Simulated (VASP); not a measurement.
# GaN (Fm-3m) in VASP: a series of runs

GaN is run at these levels: LDA; tasks: single point.

Everything below comes from runs of VASP 6.6.1. Logs are shortened: lines on timing, memory, paths and dates and some standing lists are left out, and cuts for length are marked.

### 1 The cell of the first run

The structure is cubic, space group Fm-3m (No. 225). Conventional cell: a = 4.313 Å, b = 4.313 Å, c = 4.313 Å, α = 90.00°, β = 90.00°, γ = 90.00°. Within 2.9 Å of Ga (site symmetry m-3m) lie 6 N at 2.16 Å. Within 2.9 Å of N (site symmetry m-3m) lie 6 Ga at 2.16 Å.

### 2 Single point, LDA

INCAR reads:

```
PREC = Accurate ; ENCUT = 600
EDIFF = 1E-6 ; ISMEAR = -1
SIGMA = 0.01 ; LREAL = False
LASPH = True ; NELM = 120
ALGO = Normal ; ISIF = 2
LWAVE = False ; LCHARG = False
NBANDS = 16 ; GGA_COMPAT = False
```

KPOINTS reads:

```
Automatic mesh
0
Gamma
  8 8 8
```

POSCAR reads:

```
GaN
1.0
    0.0000000000      2.1563823651      2.1563823651
    2.1563823651      0.0000000000      2.1563823651
    2.1563823651      2.1563823651      0.0000000000
Ga N
1 1
Direct
    0.0000000000      0.0000000000      0.0000000000
    0.5000000000      0.5000000000      0.5000000000
```

Potentials or basis: VASP PAW LDA potentials, release 64 (Ga_d, N).

Launch:

```sh
$ cat potpaw_LDA.64/Ga_d/POTCAR potpaw_LDA.64/N/POTCAR > POTCAR
$ mpirun -np 1 vasp_std > vasp.out
```

OUTCAR:

```text
PREC = Accurate
   ENCUT = 600
   EDIFF = 1E-6
   ISMEAR = -1
   LREAL = False
   LASPH = True
   NELM = 120
   ISIF = 2

 ion  position               nearest neighbor table
   1  0.000  0.000  0.000-   2 2.16   2 2.16   2 2.16   2 2.16   2 2.16   2 2.16
   2  0.500  0.500  0.500-   1 2.16   1 2.16   1 2.16   1 2.16   1 2.16   1 2.16

  LATTYP: Found a face centered cubic cell.
 ALAT       =     4.3127647302

  Lattice vectors:

 A1 = (   0.0000000000,   2.1563823651,   2.1563823651)
 A2 = (   2.1563823651,   0.0000000000,   2.1563823651)
 A3 = (   2.1563823651,   2.1563823651,   0.0000000000)

Analysis of symmetry for initial positions (statically):
=====================================================================
 Subroutine PRICEL returns:
 Original cell was already a primitive cell.

 Routine SETGRP: Setting up the symmetry group for a
 face centered cubic supercell.

 Subroutine GETGRP returns: Found 48 space group operations
 (whereof 48 operations were pure point group operations)
 out of a pool of 48 trial point group operations.

The static configuration has the point symmetry O_h .

Analysis of symmetry for dynamics (positions and initial velocities):
=====================================================================
 Subroutine PRICEL returns:
 Original cell was already a primitive cell.

 Routine SETGRP: Setting up the symmetry group for a
 face centered cubic supercell.

 Subroutine GETGRP returns: Found 48 space group operations
 (whereof 48 operations were pure point group operations)
 out of a pool of 48 trial point group operations.

The dynamic configuration has the point symmetry O_h .

 Subroutine INISYM returns: Found 48 space group operations
 (whereof 48 operations are pure point group operations),
 and found     1 'primitive' translations

----------------------------------------------------------------------------------------

                                     Primitive cell

  volume of cell :      20.0543

  direct lattice vectors                    reciprocal lattice vectors
     0.000000000  2.156382365  2.156382365    -0.231869824  0.231869824  0.231869824
     2.156382365  0.000000000  2.156382365     0.231869824 -0.231869824  0.231869824
     2.156382365  2.156382365  0.000000000     0.231869824  0.231869824 -0.231869824

  length of vectors
     3.049585186  3.049585186  3.049585186     0.401610316  0.401610316  0.401610316

[... 79 lines left out ...]
   NELM   =    120;   NELMIN=  2; NELMDL= -5     # of ELM steps
   EDIFF  = 0.1E-05   stopping-criterion for ELM
   LREAL  =      F    real-space projection
   EDIFFG = 0.1E-04   stopping-criterion for IOM
   NSW    =      0    number of steps for IOM
   IBRION =     -1    ionic relax: 0-MD 1-quasi-New 2-CG
   NFREE  =      0    steps in history (QN), initial steepest desc. (CG)
   ISIF   =      2    stress and relaxation
   ISYM   =      2    0-nonsym 1-usesym 2-fastsym
   POTIM  = 0.5000    time-step for ionic-motion
   TEBEG  =    0.0;   TEEND  =   0.0 temperature during run
   PSTRESS=    0.0 pullay stress
   NELECT =      18.0000    total number of electrons
   NUPDOWN=      -1.0000    fix difference up-down
   EMIN   =  10.00;   EMAX   =-10.00  energy-range for DOS
   EFERMI =   0.00;   METHOD = LEGACY
   ISMEAR =    -1;   SIGMA  =   0.01  broadening in eV -4-tet -1-fermi 0-gaus
   EFERMI_NEDOS =   21; number of points for ismear=-14 and -15
   IALGO  =     38    algorithm
   IMIX   =      4    mixing-type and parameters
     AMIX     =   0.40;   BMIX     =  1.00
     AMIX_MAG =   1.60;   BMIX_MAG =  1.00
  volume/ion in A,a.u.               =      10.03        67.67
  Fermi-wavevector in a.u.,A,eV,Ry     =   1.579174  2.984206 33.930066  2.493789
  Thomas-Fermi vector in A             =   2.679593
   LORBIT       =      0    0 simple, 1 ext, 2 COOP (PROOUT), +10 PAW based schemes
   GGA     = CA    functional components
   LHFCALC =     F    Hartree Fock is set to
   AEXX    =    0.0000 exact exchange contribution
   IVDW    =     0    specifies the selected vdW correction
   LEPSILON=     F    determine dielectric tensor
   LRPA    =     F    only Hartree local field effects (RPA)
 non-spin polarized calculation
  energy-cutoff  :      600.00
  volume of cell :       20.05
 maximum number of plane-waves:       692
   NGX = 13   NGY = 13   NGZ = 13

 number of electron      17.9999993 magnetization

 Free energy of the ion-electron system (eV)
  ---------------------------------------------------
  ext. energy  EPLUGINS =         0.00000000
  ---------------------------------------------------
  free energy    TOTEN  =       -12.98156919 eV

  energy without entropy =      -12.98146156  energy(sigma->0) =      -12.98151537

 E-fermi :   6.9573     XC(G=0): -13.1359

 val. band max:        6.9144180498   @ k =  -0.2500   0.1250   0.0000
 cond. band min:       6.9783341318   @ k =   0.5000   0.5000   0.0000
 fundamental gap:      0.0639160820
 Fermi energy:         6.9572806081

 k-point     1 :       0.0000    0.0000    0.0000
  band No.  band energies     occupation
      1      -9.6747      2.00000
      2      -7.1855      2.00000
      3      -7.1855      2.00000
      4      -7.1855      2.00000
      5      -7.1026      2.00000
      6      -7.1026      2.00000
[... 433 lines left out ...]
      3      -7.1986      2.00000
      4      -7.1305      2.00000
      5      -6.9875      2.00000
      6      -5.3576      2.00000
[... 8 lines left out ...]
     15      25.1361      0.00000
     16      29.6808      0.00000

 [... further k-points ...]

------------------------ aborting loop because EDIFF is reached ----------------------------------------

  FORCE on cell =-STRESS in cart. coord.  units (eV):
  Direction    XX          YY          ZZ          XY          YZ          ZX
  --------------------------------------------------------------------------------------
  -------------------------------------------------------------------------------------
  Total       -2.2209241     -2.2209241     -2.2209241      0.0000000      0.0000000      0.0000000
  in kB     -177.4340559   -177.4340559   -177.4340559      0.0000000      0.0000000      0.0000000
  external PRESSURE =    -177.4340559 kB  Pullay stress =       0.0000000 kB

 VOLUME and BASIS-vectors are now :
 -----------------------------------------------------------------------------
  energy-cutoff  :      600.00
  volume of cell :       20.05
      direct lattice vectors                 reciprocal lattice vectors
     0.000000000  2.156382365  2.156382365    -0.231869824  0.231869824  0.231869824
     2.156382365  0.000000000  2.156382365     0.231869824 -0.231869824  0.231869824
     2.156382365  2.156382365  0.000000000     0.231869824  0.231869824 -0.231869824

 POSITION                                       TOTAL-FORCE (eV/Angst)
 -----------------------------------------------------------------------------------
      0.00000      0.00000      0.00000        -0.000000      0.000000      0.000000
      2.15638      2.15638      2.15638         0.000000      0.000000     -0.000000
 -----------------------------------------------------------------------------------
    total drift:                                0.000000     -0.000000     -0.000000

  FREE ENERGIE OF THE ION-ELECTRON SYSTEM (eV)
  ---------------------------------------------------
  free  energy   TOTEN  =       -12.9815691878 eV

  energy  without entropy=      -12.9814615622  energy(sigma->0) =      -12.98151537
```

Run time: 11 s. Hardware: 1 thread of Intel Xeon 8259CL, shared host; peak memory 0.13 GiB.

What came out:

```
Free energy            : -12.9816 eV
Pressure               : -17.7 GPa
Band gap on the k mesh : 0.06 eV, indirect (least direct gap 2.09 eV)
```

A k mesh can miss the band edges.

### 3 Single point, LDA

This run uses another cell than the first one, of 10.32 Å³/atom, 1.029 times its volume.

INCAR reads:

```
PREC = Accurate ; ENCUT = 600
EDIFF = 1E-6 ; ISMEAR = -1
SIGMA = 0.01 ; LREAL = F
LASPH = T ; NELM = 120
ALGO = Normal ; ISIF = 2
LWAVE = F ; LCHARG = F
GGA = CA ; NBANDS = 16
GGA_COMPAT = F
```

KPOINTS is that of step 2.

POSCAR reads:

```
GaN
1.0
    0.0000000000      2.1771180829      2.1771180829
    2.1771180829      0.0000000000      2.1771180829
    2.1771180829      2.1771180829      0.0000000000
Ga N
1 1
Direct
    0.0000000000      0.0000000000      0.0000000000
    0.5000000000      0.5000000000      0.5000000000
```

Potentials or basis: VASP PAW LDA potentials, release 64 (Ga_d, N).

Launch:

```sh
$ cat potpaw_LDA.64/Ga_d/POTCAR potpaw_LDA.64/N/POTCAR > POTCAR
$ mpirun -np 1 vasp_std > vasp.out
```

OUTCAR:

```text
PREC = Accurate
   ENCUT = 600
   EDIFF = 1E-6
   ISMEAR = -1
   LREAL = F
   LASPH = T
   NELM = 120
   ISIF = 2
   GGA = CA

 ion  position               nearest neighbor table
   1  0.000  0.000  0.000-   2 2.18   2 2.18   2 2.18   2 2.18   2 2.18   2 2.18
   2  0.500  0.500  0.500-   1 2.18   1 2.18   1 2.18   1 2.18   1 2.18   1 2.18

  LATTYP: Found a face centered cubic cell.
 ALAT       =     4.3542361658

  Lattice vectors:

 A1 = (   0.0000000000,   2.1771180829,   2.1771180829)
 A2 = (   2.1771180829,   0.0000000000,   2.1771180829)
 A3 = (   2.1771180829,   2.1771180829,   0.0000000000)

Analysis of symmetry for initial positions (statically):
=====================================================================
 Subroutine PRICEL returns:
 Original cell was already a primitive cell.

 Routine SETGRP: Setting up the symmetry group for a
 face centered cubic supercell.

 Subroutine GETGRP returns: Found 48 space group operations
 (whereof 48 operations were pure point group operations)
 out of a pool of 48 trial point group operations.

The static configuration has the point symmetry O_h .
[... 159 lines left out ...]
  energy without entropy =      -12.90996737  energy(sigma->0) =      -12.91014421

 E-fermi :   6.5803     XC(G=0): -12.9756

 val. band max:        6.5607942183   @ k =  -0.2500   0.1250   0.0000
 cond. band min:       7.6259199185   @ k =   0.3750   0.3750   0.0000
 fundamental gap:      1.0651257002
 Fermi energy:         6.5802588185

 k-point     1 :       0.0000    0.0000    0.0000
  band No.  band energies     occupation
      1      -9.7541      2.00000
      2      -7.5247      2.00000
      3      -7.5247      2.00000
      4      -7.5247      2.00000
      5      -7.4480      2.00000
      6      -7.4480      2.00000
[... 433 lines left out ...]
      3      -7.5327      2.00000
      4      -7.4704      2.00000
      5      -7.3417      2.00000
      6      -5.6666      2.00000
[... 8 lines left out ...]
     15      24.4944      0.00000
     16      28.9915      0.00000

 [... further k-points ...]

------------------------ aborting loop because EDIFF is reached ----------------------------------------

  FORCE on cell =-STRESS in cart. coord.  units (eV):
  Direction    XX          YY          ZZ          XY          YZ          ZX
  --------------------------------------------------------------------------------------
  -------------------------------------------------------------------------------------
  Total       -2.7851160     -2.7851160     -2.7851160      0.0000000      0.0000000     -0.0000000
  in kB     -216.2110668   -216.2110668   -216.2110668      0.0000000      0.0000000     -0.0000000
  external PRESSURE =    -216.2110668 kB  Pullay stress =       0.0000000 kB

 VOLUME and BASIS-vectors are now :
 -----------------------------------------------------------------------------
  energy-cutoff  :      600.00
  volume of cell :       20.64
      direct lattice vectors                 reciprocal lattice vectors
     0.000000000  2.177118083  2.177118083    -0.229661406  0.229661406  0.229661406
     2.177118083  0.000000000  2.177118083     0.229661406 -0.229661406  0.229661406
     2.177118083  2.177118083  0.000000000     0.229661406  0.229661406 -0.229661406

 POSITION                                       TOTAL-FORCE (eV/Angst)
 -----------------------------------------------------------------------------------
      0.00000      0.00000      0.00000         0.000000     -0.000000      0.000000
      2.17712      2.17712      2.17712        -0.000000      0.000000     -0.000000
 -----------------------------------------------------------------------------------
    total drift:                                0.000000      0.000000      0.000000

  FREE ENERGIE OF THE ION-ELECTRON SYSTEM (eV)
  ---------------------------------------------------
  free  energy   TOTEN  =       -12.9103210542 eV

  energy  without entropy=      -12.9099673683  energy(sigma->0) =      -12.91014421
```

It took 29 s on 1 thread of Intel Xeon 8259CL, shared host; peak memory 0.15 GiB.

What came out:

- Free energy: -12.9103 eV
- Pressure: -21.6 GPa
- Band gap on the k mesh: zero (band 9 reaches 6.56 eV, above the bottom of band 10 at 6.48 eV)
